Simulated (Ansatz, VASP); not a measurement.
## LiF in VASP and in Ansatz

```
Li F
1.0
     0.00000    2.03353    2.03353
     2.03353    0.00000    2.03353
     2.03353    2.03353    0.00000
Li F
1 1
Cartesian
  0.0000 0.0000 0.0000
  2.0335 2.0335 2.0335
```

Alike in both runs: functional PBE; k mesh 10 × 10 × 10; occupations gaussian, width 0.02 eV; no spin polarisation.

Ansatz relaxed the structure, and its values are those at the end. VASP's run is a single point on that final structure, the one shown.

|  | VASP | Ansatz |
| --- | --- | --- |
| version | VASP 6.6.1 | Ansatz 0.2.0 |
| potentials or method | VASP PAW PBE potentials, release 64 (Li_sv, F), cutoff 520 eV | scalar-relativistic, plane waves, PAW |
| valence electrons in the cell | 10 | 10 |

VASP gave:

| Quantity | Value |
| --- | --- |
| gap on the k mesh at the Fermi level (eV) | 8.83 |
| least direct gap on the mesh (eV) | 8.83 |

Which values does Ansatz return?

gap on the k mesh at the Fermi level (eV): 8.84; least direct gap on the mesh (eV): 8.84.

Noted on VASP's run: the cutoff is under 1.25 times that of the potentials, so the pressure is a little rough.
